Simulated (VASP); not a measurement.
# LiGa2 (P4_2/mnm) in VASP: notebook

The runs below take LiGa2 through single point, with PBE.

Program: VASP 6.6.1. These are calculated values, not measurements. Logs are shortened: lines on timing, memory, paths and dates and some standing lists are left out, and cuts for length are marked.

**1. The cell of the first run**

Symmetry: P4_2/mnm, No. 136, tetragonal system. The conventional cell has a = 5.721 Å, b = 5.721 Å, c = 3.685 Å, α = 90.00°, β = 90.00°, γ = 90.00°. Li (site symmetry mmm) has 6 Ga at 2.42 to 2.48 Å within 3.2 Å. Within 3.2 Å of Ga (site symmetry m2m) lie 3 Li at 2.42 to 2.48 Å and 1 Ga at 3.14 Å.

**2. Single point, PBE**

Contents of INCAR:

```
ALGO = Fast ; EDIFF = 1E-6
ENCUT = 520 ; GGA = PE
ISIF = 2 ; ISMEAR = 0
LASPH = True ; LCHARG = True
LELF = True ; LREAL = False
LVHAR = True ; LWAVE = False
NBANDS = 38 ; NELM = 80
PREC = Accurate ; SIGMA = 0.1
```

Contents of KPOINTS:

```
k-points
0
Gamma
  4 4 6
```

Contents of POSCAR:

```
LiGa2
1.0
    5.7210754860      0.0000000000      0.0000000000
    0.0000000000      5.7210754860      0.0000000000
    0.0000000000      0.0000000000      3.6849504491
Li Ga
2 4
Direct
    0.0000000000      0.0000000000      0.0000000000
    0.5000000000      0.5000000000      0.5000000000
    0.3060000000      0.3060000000      0.0000000000
    0.1940000000      0.8060000000      0.5000000000
    0.6940000000      0.6940000000      0.0000000000
    0.8060000000      0.1940000000      0.5000000000
```

Potentials or basis: VASP PAW PBE potentials, release 64 (Li_sv, Ga_d).

On the command line:

```bash
cat potpaw_PBE.64/Li_sv/POTCAR potpaw_PBE.64/Ga_d/POTCAR > POTCAR
mpirun -np 1 vasp_std > vasp.out
```

OUTCAR:

```text
EDIFF = 1E-6
   ENCUT = 520
   GGA = PE
   ISIF = 2
   ISMEAR = 0
   LASPH = True
   LREAL = False
   NELM = 80
   PREC = Accurate

 ion  position               nearest neighbor table
   1  0.000  0.000  0.000-   4 2.42   6 2.42   4 2.42   6 2.42   5 2.48   3 2.48
   2  0.500  0.500  0.500-   3 2.42   5 2.42   3 2.42   5 2.42   4 2.48   6 2.48
   3  0.306  0.306  0.000-   2 2.42   2 2.42   1 2.48
   4  0.194  0.806  0.500-   1 2.42   1 2.42   2 2.48
   5  0.694  0.694  0.000-   2 2.42   2 2.42   1 2.48
   6  0.806  0.194  0.500-   1 2.42   1 2.42   2 2.48

  LATTYP: Found a simple tetragonal cell.
 ALAT       =     5.7210754860
 C/A-ratio  =     0.6441010013

  Lattice vectors:

 A1 = (   5.7210754860,   0.0000000000,   0.0000000000)
 A2 = (   0.0000000000,   5.7210754860,   0.0000000000)
 A3 = (   0.0000000000,   0.0000000000,   3.6849504491)

Analysis of symmetry for initial positions (statically):
=====================================================================
 Subroutine PRICEL returns:
 Original cell was already a primitive cell.

 Routine SETGRP: Setting up the symmetry group for a
 simple tetragonal supercell.

 Subroutine GETGRP returns: Found 16 space group operations
 (whereof  8 operations were pure point group operations)
 out of a pool of 16 trial point group operations.

The static configuration has the point symmetry D_2h.
 The point group associated with its full space group is D_4h.

Analysis of symmetry for dynamics (positions and initial velocities):
=====================================================================
 Subroutine PRICEL returns:
 Original cell was already a primitive cell.

 Routine SETGRP: Setting up the symmetry group for a
 simple tetragonal supercell.

 Subroutine GETGRP returns: Found 16 space group operations
 (whereof  8 operations were pure point group operations)
 out of a pool of 16 trial point group operations.

The dynamic configuration has the point symmetry D_2h.
 The point group associated with its full space group is D_4h.

 Subroutine INISYM returns: Found 16 space group operations
 (whereof  8 operations are pure point group operations),
 and found     1 'primitive' translations

----------------------------------------------------------------------------------------

                                     Primitive cell

  volume of cell :     120.6110

  direct lattice vectors                    reciprocal lattice vectors
     5.721075486  0.000000000  0.000000000     0.174792310  0.000000000  0.000000000
     0.000000000  5.721075486  0.000000000     0.000000000  0.174792310  0.000000000
     0.000000000  0.000000000  3.684950449     0.000000000  0.000000000  0.271374070

  length of vectors
     5.721075486  5.721075486  3.684950449     0.174792310  0.174792310  0.271374070

  position of ions in fractional coordinates (direct lattice)
     0.000000000  0.000000000  0.000000000
     0.500000000  0.500000000  0.500000000
     0.306000000  0.306000000  0.000000000
     0.194000000  0.806000000  0.500000000
     0.694000000  0.694000000  0.000000000
     0.806000000  0.194000000  0.500000000

  ion indices of the primitive-cell ions
   primitive index   ion index
                 1           1
                 2           2
                 3           3
                 4           4
                 5           5
                 6           6

----------------------------------------------------------------------------------------

 KPOINTS: k-points

Automatic generation of k-mesh.
 Grid dimensions read from file:
 generate k-points for:    4    4    6

 Generating k-lattice:

  Cartesian coordinates                     Fractional coordinates (reciprocal lattice)
     0.043698078  0.000000000  0.000000000     0.250000000  0.000000000  0.000000000
     0.000000000  0.043698078  0.000000000     0.000000000  0.250000000  0.000000000
     0.000000000  0.000000000  0.045229012     0.000000000  0.000000000  0.166666667

  Length of vectors
     0.043698078  0.043698078  0.045229012

  Shift w.r.t. Gamma in fractional coordinates (k-lattice)
     0.000000000  0.000000000  0.000000000

 Subroutine IBZKPT returns following result:
 ===========================================

 Found     24 irreducible k-points:

 Following reciprocal coordinates:
            Coordinates               Weight
  0.000000  0.000000  0.000000      1.000000
  0.250000  0.000000  0.000000      4.000000
  0.500000  0.000000  0.000000      2.000000
  0.250000  0.250000  0.000000      4.000000
  0.500000  0.250000  0.000000      4.000000
  0.500000  0.500000  0.000000      1.000000
[... 16 lines left out ...]
  0.500000  0.250000  0.500000      4.000000
  0.500000  0.500000  0.500000      1.000000
   k-points           NKPTS =     24   k-points in BZ     NKDIM =     24   number of bands    NBANDS=     38
   number of dos      NEDOS =    301   number of ions     NIONS =      6
   total plane-waves  NPLWV =  64512
   dimension x,y,z NGX =    48 NGY =   48 NGZ =   28
   dimension x,y,z NGXF=    96 NGYF=   96 NGZF=   56
   ions per type =               2   4
   NGX,Y,Z   is equivalent  to a cutoff of  13.95, 13.95, 12.63 a.u.
   NGXF,Y,Z  is equivalent  to a cutoff of  27.90, 27.90, 25.26 a.u.
 SYSTEM =  unknown system
   PREC   = accura    normal or accurate (medium, high low for compatibility)
   ISTART =      0    job   : 0-new  1-cont  2-samecut
   ICHARG =      2    charge: 1-file 2-atom 10-const
   ISPIN  =      1    spin polarized calculation?
   LNONCOLLINEAR =      F non collinear calculations
   LSORBIT =      F    spin-orbit coupling
   LASPH  =      T    aspherical Exc in radial PAW
   ENCUT  =  520.0 eV  38.22 Ry    6.18 a.u.  10.64 10.64  6.85*2*pi/ulx,y,z
   NELM   =     80;   NELMIN=  2; NELMDL= -5     # of ELM steps
   EDIFF  = 0.1E-05   stopping-criterion for ELM
   LREAL  =      F    real-space projection
   EDIFFG = 0.1E-04   stopping-criterion for IOM
   NSW    =      0    number of steps for IOM
   IBRION =     -1    ionic relax: 0-MD 1-quasi-New 2-CG
   NFREE  =      0    steps in history (QN), initial steepest desc. (CG)
   ISIF   =      2    stress and relaxation
   ISYM   =      2    0-nonsym 1-usesym 2-fastsym
   POTIM  = 0.5000    time-step for ionic-motion
   TEBEG  =    0.0;   TEEND  =   0.0 temperature during run
   PSTRESS=    0.0 pullay stress
   NELECT =      58.0000    total number of electrons
   NUPDOWN=      -1.0000    fix difference up-down
   EMIN   =  10.00;   EMAX   =-10.00  energy-range for DOS
   EFERMI =   0.00;   METHOD = LEGACY
   ISMEAR =     0;   SIGMA  =   0.10  broadening in eV -4-tet -1-fermi 0-gaus
   EFERMI_NEDOS =   21; number of points for ismear=-14 and -15
   IALGO  =     68    algorithm
   IMIX   =      4    mixing-type and parameters
     AMIX     =   0.40;   BMIX     =  1.00
     AMIX_MAG =   1.60;   BMIX_MAG =  1.00
  volume/ion in A,a.u.               =      20.10       135.65
  Fermi-wavevector in a.u.,A,eV,Ry     =   1.282592  2.423747 22.382155  1.645042
  Thomas-Fermi vector in A             =   2.414894
   LORBIT       =      0    0 simple, 1 ext, 2 COOP (PROOUT), +10 PAW based schemes
   GGA     = PE    functional components
   LHFCALC =     F    Hartree Fock is set to
   AEXX    =    0.0000 exact exchange contribution
   IVDW    =     0    specifies the selected vdW correction
   LEPSILON=     F    determine dielectric tensor
   LRPA    =     F    only Hartree local field effects (RPA)
 non-spin polarized calculation
 RMM-DIIS sequential band-by-band and
 Gauss-broadening in eV      SIGMA  =   0.10
  energy-cutoff  :      520.00
  volume of cell :      120.61
 maximum number of plane-waves:      3289
 NGX is ok and might be reduce to    48
   NGX = 21   NGY = 21   NGZ = 13

 number of electron      57.9999928 magnetization

 Free energy of the ion-electron system (eV)
  ---------------------------------------------------
  ext. energy  EPLUGINS =         0.00000000
  ---------------------------------------------------
  free energy    TOTEN  =       -13.64762372 eV

  energy without entropy =      -13.62017874  energy(sigma->0) =      -13.63390123

 E-fermi :   3.0440     XC(G=0):  -9.4703

 val. band max:        3.0292924798   @ k =   0.2500   0.2500   0.1667
 cond. band min:       3.0576445179   @ k =   0.2500   0.0000   0.1667
 fundamental gap:      0.0283520381
 Fermi energy:         3.0440408726

 k-point     1 :       0.0000    0.0000    0.0000
  band No.  band energies     occupation
      1     -42.8175      2.00000
      2     -42.8171      2.00000
      3     -11.7182      2.00000
      4     -11.7162      2.00000
      5     -11.7019      2.00000
      6     -11.6827      2.00000
[... 30 lines left out ...]
     37       9.8394      0.00000
     38       9.8425      0.00000

 k-point     2 :       0.2500    0.0000    0.0000
  band No.  band energies     occupation
      1     -42.8174      2.00000
      2     -42.8170      2.00000
      3     -11.7115      2.00000
      4     -11.7114      2.00000
      5     -11.7015      2.00000
      6     -11.6839      2.00000
[... 30 lines left out ...]
     37       9.0924      0.00000
     38       9.3083      0.00000

 k-point     3 :       0.5000    0.0000    0.0000
  band No.  band energies     occupation
      1     -42.8172      2.00000
      2     -42.8172      2.00000
      3     -11.7017      2.00000
      4     -11.7017      2.00000
      5     -11.6970      2.00000
      6     -11.6970      2.00000
[... 30 lines left out ...]
     37       9.3423      0.00000
     38       9.3660      0.00000

 k-point     4 :       0.2500    0.2500    0.0000
  band No.  band energies     occupation
      1     -42.8173      2.00000
      2     -42.8170      2.00000
      3     -11.7071      2.00000
      4     -11.7041      2.00000
      5     -11.7002      2.00000
      6     -11.6812      2.00000
[... 30 lines left out ...]
     37       8.8789      0.00000
     38       8.9554      0.00000
[... 703 lines left out ...]
      4     -11.6974      2.00000
      5     -11.6952      2.00000
      6     -11.6871      2.00000
[... 30 lines left out ...]
     37       7.2297      0.00000
     38       8.3710      0.00000

 k-point    23 :       0.5000    0.2500    0.5000
  band No.  band energies     occupation
      1     -42.8162      2.00000
      2     -42.8162      2.00000
      3     -11.7081      2.00000
      4     -11.7081      2.00000
      5     -11.6935      2.00000
      6     -11.6935      2.00000
[... 30 lines left out ...]
     37       8.3336      0.00000
     38       8.3443      0.00000

 k-point    24 :       0.5000    0.5000    0.5000
  band No.  band energies     occupation
      1     -42.8161      2.00000
      2     -42.8161      2.00000
      3     -11.7058      2.00000
      4     -11.7058      2.00000
      5     -11.6969      2.00000
      6     -11.6969      2.00000
[... 30 lines left out ...]
     37       7.6137      0.00000
     38       7.6191      0.00000

------------------------ aborting loop because EDIFF is reached ----------------------------------------

  FORCE on cell =-STRESS in cart. coord.  units (eV):
  Direction    XX          YY          ZZ          XY          YZ          ZX
  --------------------------------------------------------------------------------------
  -------------------------------------------------------------------------------------
  Total        0.5430420      0.5430420      2.2364151      0.0000000      0.0000000      0.0000000
  in kB        7.2136824      7.2136824     29.7081759      0.0000000      0.0000000      0.0000000
  external PRESSURE =      14.7118469 kB  Pullay stress =       0.0000000 kB

 VOLUME and BASIS-vectors are now :
 -----------------------------------------------------------------------------
  energy-cutoff  :      520.00
  volume of cell :      120.61
      direct lattice vectors                 reciprocal lattice vectors
     5.721075486  0.000000000  0.000000000     0.174792310  0.000000000  0.000000000
     0.000000000  5.721075486  0.000000000     0.000000000  0.174792310  0.000000000
     0.000000000  0.000000000  3.684950449     0.000000000  0.000000000  0.271374070

 POSITION                                       TOTAL-FORCE (eV/Angst)
 -----------------------------------------------------------------------------------
      0.00000      0.00000      0.00000         0.000000      0.000000      0.000000
      2.86054      2.86054      1.84248         0.000000      0.000000      0.000000
      1.75065      1.75065      0.00000        -0.268870     -0.268870     -0.000000
      1.10989      4.61119      1.84248         0.268870     -0.268870     -0.000000
      3.97043      3.97043      0.00000         0.268870      0.268870      0.000000
      4.61119      1.10989      1.84248        -0.268870      0.268870      0.000000
 -----------------------------------------------------------------------------------
    total drift:                                0.000000      0.000000     -0.000000

  FREE ENERGIE OF THE ION-ELECTRON SYSTEM (eV)
  ---------------------------------------------------
  free  energy   TOTEN  =       -13.6476237227 eV

  energy  without entropy=      -13.6201787426  energy(sigma->0) =      -13.63390123
```

Run time: 3.9 min. Hardware: 1 thread of AMD EPYC 9R45 (Zen 5), shared host; peak memory 0.25 GiB.

Results:

```yaml
Free_energy: -13.6476 eV
Largest_force: 0.380 eV/Å
Band_gap_on_the_k_mesh: zero (bands 29 and 30 overlap by 4.44 eV)
```

Forces in eV/Å, atoms in the order of the input:
```
Li   0.000  0.000  0.000
Li   0.000  0.000  0.000
Ga  -0.269 -0.269  0.000
Ga   0.269 -0.269  0.000
Ga   0.269  0.269  0.000
Ga  -0.269  0.269  0.000
```

Levels at points of the mesh, in eV from the Fermi level:
```tsv
k point	band 25	band 26	band 27	band 28	band 29	band 30	band 31	band 32	band 33	band 34
(0.00, 0.00, 0.00)	-5.19	-4.14	-1.80	-0.93	0.05	0.05	1.21	2.67	4.72	5.13
(0.50, 0.00, 0.00)	-4.26	-4.26	-1.82	-1.82	1.87	1.87	2.29	2.29	3.77	3.77
(0.50, 0.50, 0.00)	-6.25	-6.25	1.44	1.44	1.87	1.87	2.76	2.76	3.20	3.20
(0.00, 0.00, 0.50)	-3.68	-3.68	-0.97	-0.97	-0.65	-0.65	1.01	1.01	2.22	2.22
(0.50, 0.00, 0.50)	-4.42	-4.42	-0.78	-0.78	-0.75	-0.75	-0.11	-0.11	2.04	2.04
(0.50, 0.50, 0.50)	-4.39	-4.39	-2.26	-2.26	-2.25	-2.25	3.50	3.50	3.72	3.72
```

Caveat: the cutoff is under 1.25 times the usual one of these potentials, so pressure, stress and relaxed cells hold a basis-set (Pulay) error.

**3. Single point, PBE**

This run uses another cell than the first one, of 21.15 Å³/atom.

Contents of INCAR:

```
SYSTEM = LiGa2
PREC = Accurate ; ENCUT = 520
EDIFF = 1E-6 ; ISMEAR = 0
SIGMA = 0.1 ; LREAL = .False.
LASPH = .True. ; NELM = 80
ALGO = Fast ; ISIF = 2
LWAVE = .False. ; LCHARG = .False.
GGA = PE ; NBANDS = 38
```

Contents of KPOINTS:

```
Automatic mesh
0
Gamma
  8 8 10
  0 0 0
```

Contents of POSCAR:

```
LiGa2
1.0
    5.2086926398      0.0000000000      0.0000000000
    0.0000000000      5.2086926398      0.0000000000
    0.0000000000      0.0000000000      4.6784574810
Li Ga
2 4
Direct
    0.0000000000      0.0000000000      0.0000000000
    0.5000000000      0.5000000000      0.5000000000
    0.3267472186      0.3267472186      0.0000000000
    0.1732527814      0.8267472186      0.5000000000
    0.6732527814      0.6732527814      0.0000000000
    0.8267472186      0.1732527814      0.5000000000
```

Potentials or basis: VASP PAW PBE potentials, release 64 (Li_sv, Ga_d).

On the command line:

```bash
cat potpaw_PBE.64/Li_sv/POTCAR potpaw_PBE.64/Ga_d/POTCAR > POTCAR
mpirun -np 1 vasp_std > vasp.out
```

Run time: 9.1 min. Hardware: 1 thread of AMD EPYC 9R45 (Zen 5), shared host; peak memory 0.42 GiB.

Results (log left out):

* Free energy: -14.3093 eV
* Largest force: 0.005 eV/Å
* Band gap on the k mesh: zero (bands 29 and 30 overlap by 3.16 eV)

Forces in eV/Å, atoms in the order of the input:
```
Li   0.000  0.000  0.000
Li   0.000  0.000  0.000
Ga  -0.004 -0.004  0.000
Ga   0.004 -0.004  0.000
Ga   0.004  0.004  0.000
Ga  -0.004  0.004  0.000
```

Levels at points of the mesh, in eV from the Fermi level:
| k point | band 26 | band 27 | band 28 | band 29 | band 30 | band 31 | band 32 | band 33 |
| --- | --- | --- | --- | --- | --- | --- | --- | --- |
| (0.00, 0.00, 0.00) | -3.96 | -1.72 | -0.85 | -0.42 | 1.46 | 2.01 | 2.01 | 2.49 |
| (0.50, 0.00, 0.00) | -3.33 | -1.41 | -1.41 | -0.38 | -0.38 | 2.13 | 2.13 | 2.91 |
| (0.50, 0.50, 0.00) | -5.45 | 0.24 | 0.24 | 0.92 | 0.92 | 1.21 | 1.21 | 2.28 |
| (0.00, 0.00, 0.50) | -3.43 | -1.29 | -1.29 | 0.20 | 0.20 | 0.88 | 0.88 | 3.01 |
| (0.50, 0.00, 0.50) | -4.62 | -0.51 | -0.51 | -0.36 | -0.36 | 0.54 | 0.54 | 2.05 |
| (0.50, 0.50, 0.50) | -4.60 | -2.30 | -2.30 | -2.23 | -2.23 | 4.17 | 4.17 | 5.40 |

Caveat: the cutoff is under 1.25 times the usual one of these potentials, so pressure, stress and relaxed cells hold a basis-set (Pulay) error.
